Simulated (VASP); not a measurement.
# C (P6_3/mmc) in VASP: a series of runs

The runs below take C through single point, with PBEsol+D3(BJ).

Everything below comes from runs of VASP 6.6.1. Logs are shortened: lines on timing, memory, paths and dates and some standing lists are left out, and cuts for length are marked.

## 1. The cell of the first run

Symmetry: P6_3/mmc, No. 194, hexagonal system. The conventional cell has a = 2.313 Å, b = 2.313 Å, c = 7.429 Å, α = 90.00°, β = 90.00°, γ = 120.00°. C (site symmetry -6m2) has 3 C at 1.34 Å within 1.8 Å. Within 1.8 Å of C (site symmetry -6m2) lie 3 C at 1.34 Å.

## 2. Single point, PBEsol+D3(BJ) (volume 8.607 Å^3 an atom, c/a of the conventional cell 3.2113)

Input file INCAR:

```
SYSTEM = C
ALGO = Normal
EDIFF = 1E-6
ENCUT = 520
GGA = PS
ISIF = 2
ISMEAR = 0
IVDW = 12
LASPH = .TRUE.
LCHARG = .TRUE.
LELF = .TRUE.
LREAL = .FALSE.
LVHAR = .TRUE.
LWAVE = .FALSE.
NBANDS = 16
NELM = 80
PREC = Accurate
SIGMA = 0.15
```

Input file KPOINTS:

```
k-points
0
G
  21 21 8
  0 0 0
```

Input file POSCAR:

```
C
1.0
    2.3133346503      0.0000000000      0.0000000000
   -1.1566673251      2.0034065746      0.0000000000
    0.0000000000      0.0000000000      7.4288115624
C
4
Direct
    0.0000000000      0.0000000000      0.0025000000
    0.0000000000      0.0000000000      0.5025000000
    0.3333333333      0.6666666667      0.0025000000
    0.6666666667      0.3333333333      0.5025000000
```

Potentials or basis: VASP PAW PBE potentials, release 64 (C).

Launch:

```console
$ cat potpaw_PBE.64/C/POTCAR > POTCAR
$ mpirun -np 1 vasp_std > vasp.out
```

OUTCAR:

```text
SYSTEM = C
   EDIFF = 1E-6
   ENCUT = 520
   GGA = PS
   ISIF = 2
   ISMEAR = 0
   IVDW = 12
   LASPH = .TRUE.
   LREAL = .FALSE.
   NELM = 80
   PREC = Accurate
 IVDW          = 12

 ion  position               nearest neighbor table
   1  0.000  0.000  0.002-   3 1.34   3 1.34   3 1.34
   2  0.000  0.000  0.502-   4 1.34   4 1.34   4 1.34
   3  0.333  0.667  0.002-   1 1.34   1 1.34   1 1.34
   4  0.667  0.333  0.502-   2 1.34   2 1.34   2 1.34

  LATTYP: Found a hexagonal cell.
 ALAT       =     2.3133346503
 C/A-ratio  =     3.2113000000

  Lattice vectors:

 A1 = (   2.3133346503,   0.0000000000,   0.0000000000)
 A2 = (  -1.1566673251,   2.0034065746,   0.0000000000)
 A3 = (   0.0000000000,   0.0000000000,   7.4288115624)

Analysis of symmetry for initial positions (statically):
=====================================================================
 Subroutine PRICEL returns:
 Original cell was already a primitive cell.

 Routine SETGRP: Setting up the symmetry group for a
 hexagonal supercell.

 Subroutine GETGRP returns: Found 24 space group operations
 (whereof  6 operations were pure point group operations)
 out of a pool of 24 trial point group operations.

The static configuration has the point symmetry C_3v.
 The point group associated with its full space group is D_6h.

Analysis of symmetry for dynamics (positions and initial velocities):
=====================================================================
 Subroutine PRICEL returns:
 Original cell was already a primitive cell.

 Routine SETGRP: Setting up the symmetry group for a
 hexagonal supercell.

 Subroutine GETGRP returns: Found 24 space group operations
 (whereof  6 operations were pure point group operations)
 out of a pool of 24 trial point group operations.

The dynamic configuration has the point symmetry C_3v.
 The point group associated with its full space group is D_6h.

 Subroutine INISYM returns: Found 24 space group operations
 (whereof  6 operations are pure point group operations),
 and found     1 'primitive' translations

----------------------------------------------------------------------------------------

                                     Primitive cell

  volume of cell :      34.4292

  direct lattice vectors                    reciprocal lattice vectors
     2.313334650  0.000000000  0.000000000     0.432276411  0.249574902  0.000000000
    -1.156667325  2.003406575  0.000000000     0.000000000  0.499149804  0.000000000
     0.000000000  0.000000000  7.428811562     0.000000000  0.000000000  0.134611033

  length of vectors
     2.313334650  2.313334650  7.428811562     0.499149804  0.499149804  0.134611033

  position of ions in fractional coordinates (direct lattice)
     0.000000000  0.000000000  0.002500000
     0.000000000  0.000000000  0.502500000
     0.333333333  0.666666667  0.002500000
     0.666666667  0.333333333  0.502500000

  ion indices of the primitive-cell ions
   primitive index   ion index
                 1           1
                 2           2
                 3           3
                 4           4

----------------------------------------------------------------------------------------

 KPOINTS: k-points

Automatic generation of k-mesh.
 Grid dimensions read from file:
 generate k-points for:   21   21    8

 Generating k-lattice:

  Cartesian coordinates                     Fractional coordinates (reciprocal lattice)
     0.020584591  0.011884519  0.000000000     0.047619048  0.000000000  0.000000000
     0.000000000  0.023769038  0.000000000     0.000000000  0.047619048  0.000000000
     0.000000000  0.000000000  0.016826379     0.000000000  0.000000000  0.125000000

  Length of vectors
     0.023769038  0.023769038  0.016826379

  Shift w.r.t. Gamma in fractional coordinates (k-lattice)
     0.000000000  0.000000000  0.000000000

 Subroutine IBZKPT returns following result:
 ===========================================

 Found    240 irreducible k-points:

 Following reciprocal coordinates:
            Coordinates               Weight
  0.000000  0.000000  0.000000      1.000000
  0.047619 -0.000000  0.000000      6.000000
  0.095238 -0.000000  0.000000      6.000000
  0.142857  0.000000  0.000000      6.000000
  0.190476 -0.000000  0.000000      6.000000
  0.238095 -0.000000  0.000000      6.000000
[... 16 lines left out ...]
  0.142857  0.095238  0.000000     12.000000
  0.190476  0.095238  0.000000     12.000000
 [... further k-points ...]
   k-points           NKPTS =    240   k-points in BZ     NKDIM =    240   number of bands    NBANDS=     16
   number of dos      NEDOS =    301   number of ions     NIONS =      4
   total plane-waves  NPLWV =  18144
   dimension x,y,z NGX =    18 NGY =   18 NGZ =   56
   dimension x,y,z NGXF=    36 NGYF=   36 NGZF=  112
   ions per type =               4
   NGX,Y,Z   is equivalent  to a cutoff of  12.94, 12.94, 12.53 a.u.
   NGXF,Y,Z  is equivalent  to a cutoff of  25.87, 25.87, 25.06 a.u.
 SYSTEM =  C
   PREC   = accura    normal or accurate (medium, high low for compatibility)
   ISTART =      0    job   : 0-new  1-cont  2-samecut
   ICHARG =      2    charge: 1-file 2-atom 10-const
   ISPIN  =      1    spin polarized calculation?
   LNONCOLLINEAR =      F non collinear calculations
   LSORBIT =      F    spin-orbit coupling
   LASPH  =      T    aspherical Exc in radial PAW
   ENCUT  =  520.0 eV  38.22 Ry    6.18 a.u.   4.30  4.30 13.81*2*pi/ulx,y,z
   NELM   =     80;   NELMIN=  2; NELMDL= -5     # of ELM steps
   EDIFF  = 0.1E-05   stopping-criterion for ELM
   LREAL  =      F    real-space projection
   EDIFFG = 0.1E-04   stopping-criterion for IOM
   NSW    =      0    number of steps for IOM
   IBRION =     -1    ionic relax: 0-MD 1-quasi-New 2-CG
   NFREE  =      0    steps in history (QN), initial steepest desc. (CG)
   ISIF   =      2    stress and relaxation
   ISYM   =      2    0-nonsym 1-usesym 2-fastsym
   POTIM  = 0.5000    time-step for ionic-motion
   TEBEG  =    0.0;   TEEND  =   0.0 temperature during run
   PSTRESS=    0.0 pullay stress
   NELECT =      16.0000    total number of electrons
   NUPDOWN=      -1.0000    fix difference up-down
   EMIN   =  10.00;   EMAX   =-10.00  energy-range for DOS
   EFERMI =   0.00;   METHOD = LEGACY
   ISMEAR =     0;   SIGMA  =   0.15  broadening in eV -4-tet -1-fermi 0-gaus
   EFERMI_NEDOS =   21; number of points for ismear=-14 and -15
   IALGO  =     38    algorithm
   IMIX   =      4    mixing-type and parameters
     AMIX     =   0.40;   BMIX     =  1.00
     AMIX_MAG =   1.60;   BMIX_MAG =  1.00
  volume/ion in A,a.u.               =       8.61        58.08
  Fermi-wavevector in a.u.,A,eV,Ry     =   1.268058  2.396283 21.877782  1.607972
  Thomas-Fermi vector in A             =   2.401173
   LORBIT       =      0    0 simple, 1 ext, 2 COOP (PROOUT), +10 PAW based schemes
   GGA     = PS    functional components
   LHFCALC =     F    Hartree Fock is set to
   AEXX    =    0.0000 exact exchange contribution
   IVDW    =    12    specifies the selected vdW correction
   LEPSILON=     F    determine dielectric tensor
   LRPA    =     F    only Hartree local field effects (RPA)
 non-spin polarized calculation
 Gauss-broadening in eV      SIGMA  =   0.15
  energy-cutoff  :      520.00
  volume of cell :       34.43
 maximum number of plane-waves:       957
 NGX is ok and might be reduce to    18
   NGX =  9   NGY =  9   NGZ = 27

 number of electron      15.9999998 magnetization

 Free energy of the ion-electron system (eV)
  ---------------------------------------------------
  ext. energy  EPLUGINS =         0.00000000
  ---------------------------------------------------
  free energy    TOTEN  =       -37.41745987 eV

  energy without entropy =      -37.41647654  energy(sigma->0) =      -37.41696821

 E-fermi :   4.8882     XC(G=0): -10.1652

 val. band max:        4.8880249204   @ k =   0.3333   0.3333   0.2500
 cond. band min:       4.8907566328   @ k =   0.3333   0.3333   0.3750
 fundamental gap:      0.0027317124
 Fermi energy:         4.8881768426

 k-point     1 :       0.0000    0.0000    0.0000
  band No.  band energies     occupation
      1     -16.2246      2.00000
      2     -16.1046      2.00000
      3      -4.6430      2.00000
      4      -3.5900      2.00000
      5       2.0280      2.00000
      6       2.0280      2.00000
[... 8 lines left out ...]
     15      18.1506      0.00000
     16      18.8235      0.00000

 k-point     2 :       0.0476   -0.0000    0.0000
  band No.  band energies     occupation
      1     -16.1646      2.00000
      2     -16.0450      2.00000
      3      -4.5671      2.00000
      4      -3.5165      2.00000
      5       1.7885      2.00000
      6       1.7941      2.00000
[... 8 lines left out ...]
     15      18.2413      0.00000
     16      18.5726      0.00000

 k-point     3 :       0.0952   -0.0000    0.0000
  band No.  band energies     occupation
      1     -15.9847      2.00000
      2     -15.8668      2.00000
      3      -4.3401      2.00000
      4      -3.2964      2.00000
      5       1.1138      2.00000
      6       1.1232      2.00000
[... 8 lines left out ...]
     15      17.8536      0.00000
     16      17.9627      0.00000

 k-point     4 :       0.1429    0.0000    0.0000
  band No.  band energies     occupation
      1     -15.6857      2.00000
      2     -15.5702      2.00000
      3      -3.9632      2.00000
      4      -2.9317      2.00000
      5       0.1076      2.00000
      6       0.1222      2.00000
[... 8 lines left out ...]
     15      16.8563      0.00000
     16      16.9108      0.00000
[... 324 lines left out ...]
 k-point    22 :       0.0952    0.0952    0.0000
  band No.  band energies     occupation
      1     -15.5066      2.00000
      2     -15.3927      2.00000
      3      -3.7381      2.00000
      4      -2.7140      2.00000
      5      -0.2396      2.00000
      6      -0.2306      2.00000
[... 8 lines left out ...]
     15      17.0810      0.00000
     16      17.1005      0.00000

 k-point    23 :       0.1429    0.0952    0.0000
  band No.  band energies     occupation
      1     -15.0900      2.00000
      2     -14.9796      2.00000
      3      -3.2160      2.00000
      4      -2.2103      2.00000
      5      -1.2676      2.00000
      6      -1.2521      2.00000
[... 8 lines left out ...]
     15      18.1314      0.00000
     16      18.1688      0.00000

 k-point    24 :       0.1905    0.0952    0.0000
  band No.  band energies     occupation
      1     -14.5569      2.00000
      2     -14.4509      2.00000
      3      -2.5522      2.00000
      4      -2.4895      2.00000
      5      -2.4650      2.00000
      6      -1.5720      2.00000
[... 8 lines left out ...]
     15      19.3616      0.00000
     16      19.4778      0.00000

 [... further k-points ...]

------------------------ aborting loop because EDIFF is reached ----------------------------------------

 Edisp (eV)   -0.36175

 E8    (eV) :    -0.1754

  FORCE on cell =-STRESS in cart. coord.  units (eV):
  Direction    XX          YY          ZZ          XY          YZ          ZX
  --------------------------------------------------------------------------------------
  -------------------------------------------------------------------------------------
  Total      19.85515    19.85515    -0.47760     0.00000     0.00000    -0.00000
  in kB     923.96765   923.96765   -22.22542     0.00000     0.00000    -0.00000
  external pressure =      608.57 kB  Pullay stress =        0.00 kB

 VOLUME and BASIS-vectors are now :
 -----------------------------------------------------------------------------
  energy-cutoff  :      520.00
  volume of cell :       34.43
      direct lattice vectors                 reciprocal lattice vectors
     2.313334650  0.000000000  0.000000000     0.432276411  0.249574902  0.000000000
    -1.156667325  2.003406575  0.000000000     0.000000000  0.499149804  0.000000000
     0.000000000  0.000000000  7.428811562     0.000000000  0.000000000  0.134611033

 POSITION                                       TOTAL-FORCE (eV/Angst)
 -----------------------------------------------------------------------------------
      0.00000      0.00000      0.01857         0.000000      0.000000     -0.000000
      0.00000      0.00000      3.73298        -0.000000     -0.000000      0.000000
     -0.00000      1.33560      0.01857        -0.000000      0.000000     -0.000000
      1.15667      0.66780      3.73298         0.000000     -0.000000      0.000000
 -----------------------------------------------------------------------------------
    total drift:                                0.000000      0.000000     -0.000031

  FREE ENERGIE OF THE ION-ELECTRON SYSTEM (eV)
  ---------------------------------------------------
  free  energy   TOTEN  =       -37.7792057015 eV

  energy  without entropy=      -37.7782223749  energy(sigma->0) =      -37.77871404
```

Run time: 48 s. Hardware: 1 thread of Intel Xeon 6975P-C (Granite Rapids), shared host; peak memory 0.22 GiB.

Results:

| Property | Result |
| --- | --- |
| Free energy | -37.7792 eV |
| Pressure | 60.9 GPa |
| Band gap on the k mesh | zero (band 8 reaches 4.89 eV, above the bottom of band 9 at 4.88 eV) |
| Dispersion energy per atom | -0.090 eV |

Stress tensor (GPa, compression positive):
```
92.40  0.00  0.00
 0.00 92.40  0.00
 0.00  0.00 -2.22
```

Levels at points of the mesh, in eV from the Fermi level:
| k point | band 6 | band 7 | band 8 | band 9 | band 10 | band 11 |
| --- | --- | --- | --- | --- | --- | --- |
| (0.00, 0.00, 0.00) | -2.86 | -2.86 | -2.86 | 2.70 | 7.54 | 9.63 |
| (0.00, 0.00, 0.50) | -2.86 | -2.86 | -2.86 | 4.61 | 4.61 | 9.64 |

Caveat: the PAW data sets were made with another functional, which shifts forces and pressure a little.

## 3. Single point, PBEsol+D3(BJ) (volume 8.607 Å^3 an atom, c/a of the conventional cell 2.3711)

Input file INCAR:

```
SYSTEM = C
PREC = Accurate
ENCUT = 520
EDIFF = 1E-6
ISMEAR = 0
SIGMA = 0.15
LREAL = .False.
LASPH = .True.
NELM = 60
ALGO = Normal
ISIF = 2
LWAVE = .False.
LCHARG = .False.
GGA = PS
IVDW = 12
NBANDS = 16
```

Input file KPOINTS:

```
Automatic mesh
0
Gamma
  21 21 8
  0 0 0
```

Input file POSCAR:

```
C
1.0
    2.5594626672      0.0000000000      0.0000000000
   -1.2797313336      2.2165596898      0.0000000000
    0.0000000000      0.0000000000      6.0687419302
C
4
Direct
    0.0000000000      0.0000000000      0.0025000000
    0.0000000000      0.0000000000      0.5025000000
    0.3333333333      0.6666666667      0.0025000000
    0.6666666667      0.3333333333      0.5025000000
```

Potentials or basis: VASP PAW PBE potentials, release 64 (C).

Launch:

```console
$ cat potpaw_PBE.64/C/POTCAR > POTCAR
$ mpirun -np 1 vasp_std > vasp.out
```

Wall time 42 s (1 thread of Intel Xeon 6975P-C (Granite Rapids), shared host); peak memory 0.23 GiB.

It converged, with:

```yaml
Free_energy: -38.5558 eV
Pressure: -30.4 GPa
Band_gap_on_the_k_mesh: zero (band 8 reaches 4.83 eV, above the bottom of band 9 at 4.73 eV)
Dispersion_energy_per_atom: -0.117 eV
```

Stress tensor (GPa, compression positive):
```
-47.99   0.00   0.00
  0.00 -47.99   0.00
  0.00   0.00   4.63
```

Levels at points of the mesh, in eV from the Fermi level:
```
           k point  band 6  band 7  band 8  band 9  band 10  band 11
(0.00, 0.00, 0.00)   -2.97   -2.91   -2.91    5.61     7.60     7.60
(0.00, 0.00, 0.50)   -2.94   -2.94   -2.94    7.67     7.67     7.67
```

Caveat: the PAW data sets were made with another functional, which shifts forces and pressure a little.

[end of part 1 of 2]
